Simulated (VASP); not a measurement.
# AlBBr (Pmmn) in VASP: single point with PBE

Aim: the single point of AlBBr with PBE.

Program: VASP 6.6.1. These are calculated values, not measurements. Logs are shortened: lines on timing, memory, paths and dates and some standing lists are left out, and cuts for length are marked.

### 1 The cell of the first run

It takes space group Pmmn (No. 59, orthorhombic). Conventional cell: a = 3.701 Å, b = 3.711 Å, c = 7.863 Å, α = 90.00°, β = 90.00°, γ = 90.00°. Al (site symmetry mm2) has 4 B at 1.86 to 2.11 Å within 2.5 Å. Within 2.5 Å of B (site symmetry mm2) lie 4 Al at 1.86 to 2.11 Å. Br (site symmetry mm2) has 2 Al at 2.59 Å and 5 B at 2.83 to 3.23 Å within 3.4 Å.

### 2 Single point, PBE

Input file INCAR:

```
SYSTEM = AlBBr
ALGO = Normal
EDIFF = 1E-7
ENCUT = 520
GGA = PE
ISIF = 2
ISMEAR = -1
LASPH = .TRUE.
LCHARG = .FALSE.
LREAL = .FALSE.
LWAVE = .FALSE.
NBANDS = 22
NELM = 100
PREC = Accurate
SIGMA = 0.1
```

Input file KPOINTS:

```
k-points
0
G
  5 5 3
  0 0 0
```

Input file POSCAR:

```
AlBBr
1.0
    3.7111400000      0.0000000000      0.0000000000
    0.0000000000      3.7008890000      0.0000000000
    0.0000000000      0.0000000000      7.8631070000
Al B Br
2 2 2
Direct
    0.0000000000      0.5000000000      0.0700000000
    0.5000000000      0.0000000000      0.9300000000
    0.0000000000      0.0000000000      0.9400000000
    0.5000000000      0.5000000000      0.0600000000
    0.0000000000      0.0000000000      0.3000000000
    0.5000000000      0.5000000000      0.7000000000
```

Potentials or basis: VASP PAW PBE potentials, release 64 (Al, B, Br).

On the command line:

```bash
> cat potpaw_PBE.64/Al/POTCAR potpaw_PBE.64/B/POTCAR potpaw_PBE.64/Br/POTCAR > POTCAR
> mpirun -np 1 vasp_std > vasp.out
```

OUTCAR:

```text
SYSTEM = AlBBr
   EDIFF = 1E-7
   ENCUT = 520
   GGA = PE
   ISIF = 2
   ISMEAR = -1
   LASPH = .TRUE.
   LREAL = .FALSE.
   NELM = 100
   PREC = Accurate

 ion  position               nearest neighbor table
   1  0.000  0.500  0.070-   4 1.86   4 1.86   3 2.11   3 2.11   5 2.59   5 2.59   2 2.84   2 2.84
                             2 2.84   2 2.84
   2  0.500  0.000  0.930-   3 1.86   3 1.86   4 2.11   4 2.11   6 2.59   6 2.59   1 2.84   1 2.84
                             1 2.84   1 2.84
   3  0.000  0.000  0.940-   2 1.86   2 1.86   1 2.11   1 2.11
   4  0.500  0.500  0.060-   1 1.86   1 1.86   2 2.11   2 2.11
   5  0.000  0.000  0.300-   1 2.59   1 2.59
   6  0.500  0.500  0.700-   2 2.59   2 2.59

  LATTYP: Found a simple orthorhombic cell.
 ALAT       =     3.7008890000
 B/A-ratio  =     1.0027698750
 C/A-ratio  =     2.1246535630

  Lattice vectors:

 A1 = (   0.0000000000,  -3.7008890000,   0.0000000000)
 A2 = (   3.7111400000,   0.0000000000,   0.0000000000)
 A3 = (   0.0000000000,   0.0000000000,   7.8631070000)

Analysis of symmetry for initial positions (statically):
=====================================================================
 Subroutine PRICEL returns:
 Original cell was already a primitive cell.

 Routine SETGRP: Setting up the symmetry group for a
 simple orthorhombic supercell.

 Subroutine GETGRP returns: Found  8 space group operations
 (whereof  4 operations were pure point group operations)
 out of a pool of  8 trial point group operations.

The static configuration has the point symmetry C_2v.
 The point group associated with its full space group is D_2h.

Analysis of symmetry for dynamics (positions and initial velocities):
=====================================================================
 Subroutine PRICEL returns:
 Original cell was already a primitive cell.

 Routine SETGRP: Setting up the symmetry group for a
 simple orthorhombic supercell.

 Subroutine GETGRP returns: Found  8 space group operations
 (whereof  4 operations were pure point group operations)
 out of a pool of  8 trial point group operations.

The dynamic configuration has the point symmetry C_2v.
 The point group associated with its full space group is D_2h.

 Subroutine INISYM returns: Found  8 space group operations
 (whereof  4 operations are pure point group operations),
[... 96 lines left out ...]
   NELM   =    100;   NELMIN=  2; NELMDL= -5     # of ELM steps
   EDIFF  = 0.1E-06   stopping-criterion for ELM
   LREAL  =      F    real-space projection
   EDIFFG = 0.1E-05   stopping-criterion for IOM
   NSW    =      0    number of steps for IOM
   IBRION =     -1    ionic relax: 0-MD 1-quasi-New 2-CG
   NFREE  =      0    steps in history (QN), initial steepest desc. (CG)
   ISIF   =      2    stress and relaxation
   ISYM   =      2    0-nonsym 1-usesym 2-fastsym
   POTIM  = 0.5000    time-step for ionic-motion
   TEBEG  =    0.0;   TEEND  =   0.0 temperature during run
   PSTRESS=    0.0 pullay stress
   NELECT =      26.0000    total number of electrons
   NUPDOWN=      -1.0000    fix difference up-down
   EMIN   =  10.00;   EMAX   =-10.00  energy-range for DOS
   EFERMI =   0.00;   METHOD = LEGACY
   ISMEAR =    -1;   SIGMA  =   0.10  broadening in eV -4-tet -1-fermi 0-gaus
   EFERMI_NEDOS =   21; number of points for ismear=-14 and -15
   IALGO  =     38    algorithm
   IMIX   =      4    mixing-type and parameters
     AMIX     =   0.40;   BMIX     =  1.00
     AMIX_MAG =   1.60;   BMIX_MAG =  1.00
  volume/ion in A,a.u.               =      18.00       121.47
  Fermi-wavevector in a.u.,A,eV,Ry     =   1.018427  1.924549 14.111887  1.037194
  Thomas-Fermi vector in A             =   2.151884
   LORBIT       =      0    0 simple, 1 ext, 2 COOP (PROOUT), +10 PAW based schemes
   GGA     = PE    functional components
   LHFCALC =     F    Hartree Fock is set to
   AEXX    =    0.0000 exact exchange contribution
   IVDW    =     0    specifies the selected vdW correction
   LEPSILON=     F    determine dielectric tensor
   LRPA    =     F    only Hartree local field effects (RPA)
 non-spin polarized calculation
  energy-cutoff  :      520.00
  volume of cell :      108.00
 maximum number of plane-waves:      2928
 NGX is ok and might be reduce to    28
   NGX = 13   NGY = 13   NGZ = 29

 number of electron      26.0000001 magnetization

 Free energy of the ion-electron system (eV)
  ---------------------------------------------------
  ext. energy  EPLUGINS =         0.00000000
  ---------------------------------------------------
  free energy    TOTEN  =       -19.02987568 eV

  energy without entropy =      -18.94488785  energy(sigma->0) =      -18.98738176

 E-fermi :   4.0126     XC(G=0):  -9.1578

 val. band max:        3.8381178436   @ k =   0.0000   0.2000   0.0000
 cond. band min:       4.0614501255   @ k =   0.2000   0.0000   0.0000
 fundamental gap:      0.2233322819
 Fermi energy:         4.0125891395

 k-point     1 :       0.0000    0.0000    0.0000
  band No.  band energies     occupation
      1     -11.9567      2.00000
      2     -11.6170      2.00000
      3      -7.5589      2.00000
      4      -1.7453      2.00000
      5      -0.8634      2.00000
      6      -0.5955      2.00000
[... 439 lines left out ...]
     21      12.7898      0.00000
     22      13.2641      0.00000

------------------------ aborting loop because EDIFF is reached ----------------------------------------

  FORCE on cell =-STRESS in cart. coord.  units (eV):
  Direction    XX          YY          ZZ          XY          YZ          ZX
  --------------------------------------------------------------------------------------
  -------------------------------------------------------------------------------------
  Total       32.5945340     11.3475420      4.2453263      0.0000000      0.0000000      0.0000000
  in kB      483.5571125    168.3467733     62.9816554      0.0000000      0.0000000      0.0000000
  external PRESSURE =     238.2951804 kB  Pullay stress =       0.0000000 kB

 VOLUME and BASIS-vectors are now :
 -----------------------------------------------------------------------------
  energy-cutoff  :      520.00
  volume of cell :      108.00
      direct lattice vectors                 reciprocal lattice vectors
     3.711140000  0.000000000  0.000000000     0.269458980  0.000000000  0.000000000
     0.000000000  3.700889000  0.000000000     0.000000000  0.270205348  0.000000000
     0.000000000  0.000000000  7.863107000     0.000000000  0.000000000  0.127176191

 POSITION                                       TOTAL-FORCE (eV/Angst)
 -----------------------------------------------------------------------------------
      0.00000      1.85044      0.55042         0.000000      0.000000      1.520057
      1.85557      0.00000      7.31269         0.000000      0.000000     -1.520057
      0.00000      0.00000      7.39132         0.000000      0.000000     -0.128540
      1.85557      1.85044      0.47179         0.000000      0.000000      0.128540
      0.00000      0.00000      2.35893         0.000000      0.000000      0.451299
      1.85557      1.85044      5.50417         0.000000      0.000000     -0.451299
 -----------------------------------------------------------------------------------
    total drift:                                0.000000      0.000000      0.000000

  FREE ENERGIE OF THE ION-ELECTRON SYSTEM (eV)
  ---------------------------------------------------
  free  energy   TOTEN  =       -19.0298756784 eV

  energy  without entropy=      -18.9448878489  energy(sigma->0) =      -18.98738176
```

Wall time 24 s (1 thread of Intel Xeon 6975P-C (Granite Rapids), shared host); peak memory 0.21 GiB.

Results:

* Free energy: -19.0299 eV
* Pressure: 23.8 GPa
* Largest force: 1.520 eV/Å
* Band gap on the k mesh: zero (band 13 reaches 4.20 eV, above the bottom of band 14 at 3.30 eV)

Forces in eV/Å, atoms in the order of the input:
```
Al   0.000  0.000  1.520
Al   0.000  0.000 -1.520
B    0.000  0.000 -0.129
B    0.000  0.000  0.129
Br   0.000  0.000  0.451
Br   0.000  0.000 -0.451
```

Stress tensor (GPa, compression positive):
```
48.36  0.00  0.00
 0.00 16.83  0.00
 0.00  0.00  6.30
```

Caveat: this functional lacks dispersion, which binds the layers, so the pressure and a relaxed spacing across them are unreliable; forces of over 1 eV/Å act on the atoms, so gaps and moduli don't describe the material at rest.
